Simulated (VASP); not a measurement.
# Zn (P6_3/mmc) in VASP: notebook, part 2 of 2

VASP 6.6.1. The steps go on from the part before.

## Step 5: Single point, PBE (15.51 Å³/atom)

This run uses another cell than the first one, of 15.51 Å³/atom.

INCAR

```
SYSTEM = Zn
PREC = Accurate
ENCUT = 520
EDIFF = 1E-6
ISMEAR = -1
SIGMA = 0.03
LREAL = .False.
LASPH = .True.
NELM = 80
ALGO = Normal
ISIF = 2
LWAVE = .False.
LCHARG = .False.
GGA = PE
NBANDS = 19
```

KPOINTS

```
regular mesh
0
Gamma
  16 16 8
  0 0 0
```

POSCAR

```
Zn
1.0
    2.6824462367      0.0000000000      0.0000000000
   -1.3412231184      2.3230665853      0.0000000000
    0.0000000000      0.0000000000      4.9794605574
Zn
2
Direct
    0.3333333333      0.6666666667      0.2500000000
    0.6666666667      0.3333333333      0.7500000000
```

Potentials or basis: VASP PAW PBE potentials, release 64 (Zn).

Started as:

```bash
cat potpaw_PBE.64/Zn/POTCAR > POTCAR
mpirun -np 1 vasp_std > vasp.out
```

OUTCAR:

```text
SYSTEM = Zn
   PREC = Accurate
   ENCUT = 520
   EDIFF = 1E-6
   ISMEAR = -1
   LREAL = .False.
   LASPH = .True.
   NELM = 80
   ISIF = 2
   GGA = PE

 ion  position               nearest neighbor table
   1  0.333  0.667  0.250-   2 2.93   2 2.93   2 2.93   2 2.93   2 2.93   2 2.93
   2  0.667  0.333  0.750-   1 2.93   1 2.93   1 2.93   1 2.93   1 2.93   1 2.93

  LATTYP: Found a hexagonal cell.
 ALAT       =     2.6824462367
 C/A-ratio  =     1.8563132745

  Lattice vectors:

 A1 = (   2.6824462367,   0.0000000000,   0.0000000000)
 A2 = (  -1.3412231184,   2.3230665853,   0.0000000000)
 A3 = (   0.0000000000,   0.0000000000,   4.9794605574)

Analysis of symmetry for initial positions (statically):
=====================================================================
 Subroutine PRICEL returns:
 Original cell was already a primitive cell.

 Routine SETGRP: Setting up the symmetry group for a
 hexagonal supercell.

 Subroutine GETGRP returns: Found 24 space group operations
 (whereof 12 operations were pure point group operations)
 out of a pool of 24 trial point group operations.

The static configuration has the point symmetry D_3d.
 The point group associated with its full space group is D_6h.

Analysis of symmetry for dynamics (positions and initial velocities):
=====================================================================
 Subroutine PRICEL returns:
 Original cell was already a primitive cell.

 Routine SETGRP: Setting up the symmetry group for a
 hexagonal supercell.

 Subroutine GETGRP returns: Found 24 space group operations
 (whereof 12 operations were pure point group operations)
 out of a pool of 24 trial point group operations.

The dynamic configuration has the point symmetry D_3d.
 The point group associated with its full space group is D_6h.

 Subroutine INISYM returns: Found 24 space group operations
 (whereof 12 operations are pure point group operations),
[... 111 lines left out ...]
   ISMEAR =    -1;   SIGMA  =   0.03  broadening in eV -4-tet -1-fermi 0-gaus
   EFERMI_NEDOS =   21; number of points for ismear=-14 and -15
   IALGO  =     38    algorithm
   IMIX   =      4    mixing-type and parameters
     AMIX     =   0.40;   BMIX     =  1.00
     AMIX_MAG =   1.60;   BMIX_MAG =  1.00
  volume/ion in A,a.u.               =      15.51       104.70
  Fermi-wavevector in a.u.,A,eV,Ry     =   1.502751  2.839787 30.725485  2.258259
  Thomas-Fermi vector in A             =   2.613950
   LORBIT       =      0    0 simple, 1 ext, 2 COOP (PROOUT), +10 PAW based schemes
   GGA     = PE    functional components
   LHFCALC =     F    Hartree Fock is set to
   AEXX    =    0.0000 exact exchange contribution
   IVDW    =     0    specifies the selected vdW correction
   LEPSILON=     F    determine dielectric tensor
   LRPA    =     F    only Hartree local field effects (RPA)
 non-spin polarized calculation
  energy-cutoff  :      520.00
  volume of cell :       31.03
 maximum number of plane-waves:       855
 NGX is ok and might be reduce to    20
   NGX =  9   NGY =  9   NGZ = 19

 number of electron      24.0000005 magnetization

 Free energy of the ion-electron system (eV)
  ---------------------------------------------------
  ext. energy  EPLUGINS =         0.00000000
  ---------------------------------------------------
  free energy    TOTEN  =        -2.22313451 eV

  energy without entropy =       -2.22256619  energy(sigma->0) =       -2.22285035

 E-fermi :   3.0317     XC(G=0): -11.4491

 val. band max:        2.9738266978   @ k =   0.3750   0.2500   0.5000
 cond. band min:       3.0411540102   @ k =   0.5000  -0.0000   0.5000
 fundamental gap:      0.0673273124
 Fermi energy:         3.0316564766

 k-point     1 :       0.0000    0.0000    0.0000
  band No.  band energies     occupation
      1      -7.2730      2.00000
      2      -5.5478      2.00000
      3      -4.8841      2.00000
      4      -4.6624      2.00000
      5      -4.6624      2.00000
      6      -4.6145      2.00000
[... 505 lines left out ...]
      6      -4.6050      2.00000
[... 11 lines left out ...]
     18      13.8571      0.00000
     19      15.3270      0.00000

 [... further k-points ...]

------------------------ aborting loop because EDIFF is reached ----------------------------------------

  FORCE on cell =-STRESS in cart. coord.  units (eV):
  Direction    XX          YY          ZZ          XY          YZ          ZX
  --------------------------------------------------------------------------------------
  -------------------------------------------------------------------------------------
  Total       -0.2926353     -0.2926353     -0.2974394      0.0000000      0.0000000      0.0000000
  in kB      -15.1099255    -15.1099255    -15.3579818      0.0000000      0.0000000      0.0000000
  external PRESSURE =     -15.1926109 kB  Pullay stress =       0.0000000 kB

 VOLUME and BASIS-vectors are now :
 -----------------------------------------------------------------------------
  energy-cutoff  :      520.00
  volume of cell :       31.03
      direct lattice vectors                 reciprocal lattice vectors
     2.682446237  0.000000000  0.000000000     0.372794051  0.215232746  0.000000000
    -1.341223118  2.323066585  0.000000000     0.000000000  0.430465492  0.000000000
     0.000000000  0.000000000  4.979460557     0.000000000  0.000000000  0.200824967

 POSITION                                       TOTAL-FORCE (eV/Angst)
 -----------------------------------------------------------------------------------
     -0.00000      1.54871      1.24487        -0.000000     -0.000000     -0.000000
      1.34122      0.77436      3.73460         0.000000      0.000000      0.000000
 -----------------------------------------------------------------------------------
    total drift:                               -0.000000      0.000000      0.000000

  FREE ENERGIE OF THE ION-ELECTRON SYSTEM (eV)
  ---------------------------------------------------
  free  energy   TOTEN  =        -2.2231345080 eV

  energy  without entropy=       -2.2225661864  energy(sigma->0) =       -2.22285035
```

stdout:

```text
POSCAR found type information on POSCAR Zn
 POSCAR found :  1 types and       2 ions
 scaLAPACK will be used
 LDA part: xc-table for (Slater+PW92), standard interpolation
 POSCAR, INCAR and KPOINTS ok, starting setup
 FFT: planning ... GRIDC
 FFT: planning ... GRID_SOFT
 FFT: planning ... GRID
 WAVECAR not read
 entering main loop
```

Run time: 85 s. Hardware: 1 thread of Intel Xeon 8259CL, shared host; peak memory 0.19 GiB.

What came out:

```yaml
Free_energy: -2.2231 eV
Pressure: -1.5 GPa
Band_gap_on_the_k_mesh: zero (bands 12 and 13 overlap by 4.30 eV)
```

## Step 6: The runs side by side

| cell | gap on the mesh (eV) | pressure (GPa) |
| --- | --- | --- |
| a = 2.629, b = 2.629, c = 4.880 Å, angles 90.0, 90.0, 120.0°, 2 atoms | none | 3.2 |
| a = 2.647, b = 2.647, c = 4.913 Å, angles 90.0, 90.0, 120.0°, 2 atoms | none | 1.4 |
| a = 2.665, b = 2.665, c = 4.947 Å, angles 90.0, 90.0, 120.0°, 2 atoms | none | -0.1 |
| a = 2.682, b = 2.682, c = 4.979 Å, angles 90.0, 90.0, 120.0°, 2 atoms | none | -1.5 |

Alike in all rows: task single point; level PBE; potentials or basis VASP PAW PBE potentials, release 64 (Zn); no spin polarisation; k mesh 16 × 16 × 8; cutoff (eV) 520; smearing fermi-dirac 0.03 eV.

Caveats: the cell stands under pressure (at least some runs).

Total energies depend on the potentials used, so only differences within one code and one set of settings carry meaning.
